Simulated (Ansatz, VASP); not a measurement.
## AgCl in VASP and in Ansatz

```xyz
2
Lattice="0.0000 2.8053 2.8053 2.8053 0.0000 2.8053 2.8053 2.8053 0.0000" Properties=species:S:1:pos:R:3 pbc="T T T"
Ag    0.0000    0.0000    0.0000
Cl    2.8053    2.8053    2.8053
```

Alike in both runs: task single point; functional PBE; k mesh 9 × 9 × 9; occupations fermi-dirac, width 0.02 eV; non-collinear spin, spin-orbit coupling.

|  | VASP | Ansatz |
| --- | --- | --- |
| version | VASP 6.6.1 | Ansatz 0.2.0 |
| potentials or method | VASP PAW PBE potentials, release 64 (Ag, Cl), cutoff 520 eV | all-electron LAPW |

VASP gave:

| Quantity | Value |
| --- | --- |
| pressure (GPa) | -0.1 |
| net moment per atom (μB) | 0.00 |

Problem. What did Ansatz give for the same quantities?

Solution. Pressure (GPa): 0.0; net moment per atom (μB): 0.00.

Ansatz ran all-electron here, and VASP with PAW potentials.
